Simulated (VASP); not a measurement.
Write the native input for VASP 6.6.1 that does the following.

| Property | Result |
| --- | --- |
| Task | single point |
| Functional | PBE |
| Potentials or basis | VASP PAW PBE potentials, release 64 (Zn, Se) |
| Cutoff | 520 eV |
| k mesh | 10 × 10 × 10 |
| Occupations | gaussian, width 0.05 eV |
| Spin | no spin polarisation |
| Dipole correction | no |
| Further INCAR settings | ALGO = Normal; EDIFF = 1e-07; NBANDS = 16 |

The structure of ZnSe lies in POSCAR:

```
ZnSe
1.0
    0.0000000000      3.1809930826      2.2489621094
    3.1809930826      0.0000000000      2.2489621094
    3.1809930826      3.1809930826      0.0000000000
Zn Se
1 1
Direct
    0.0000000000      0.0000000000      0.0000000000
    0.7500000000      0.7500000000      0.7500000000
```

This cell differs from its parent crystal: ratio of the length along z to the lengths across it x 0.707, volume and fractional coordinates fixed.

The input as run:

INCAR

```
ALGO = Normal
EDIFF = 1E-7
ENCUT = 520
GGA = PE
ISIF = 2
ISMEAR = 0
LASPH = T
LCHARG = F
LREAL = F
LWAVE = F
NBANDS = 16
NELM = 80
PREC = Accurate
SIGMA = 0.05
```

KPOINTS

```
k-points
0
Gamma
  10 10 10
```

Potentials or basis: VASP PAW PBE potentials, release 64 (Zn, Se).

The run is started by

```sh
$ cat potpaw_PBE.64/Zn/POTCAR potpaw_PBE.64/Se/POTCAR > POTCAR
$ mpirun -np 1 vasp_std > vasp.out
```

Results of the run:

| Property | Result |
| --- | --- |
| Pressure | -0.3 GPa |
| Band gap on the k mesh | 0.46 eV |

Caveat: the stress differs along the axes, from -2 to 4 GPa; semilocal functionals underestimate gaps, and a narrow one can read as zero.

Run time: 120 s on 1 thread of Intel Xeon 8259CL, on a shared host, peak memory 0.23 GiB.
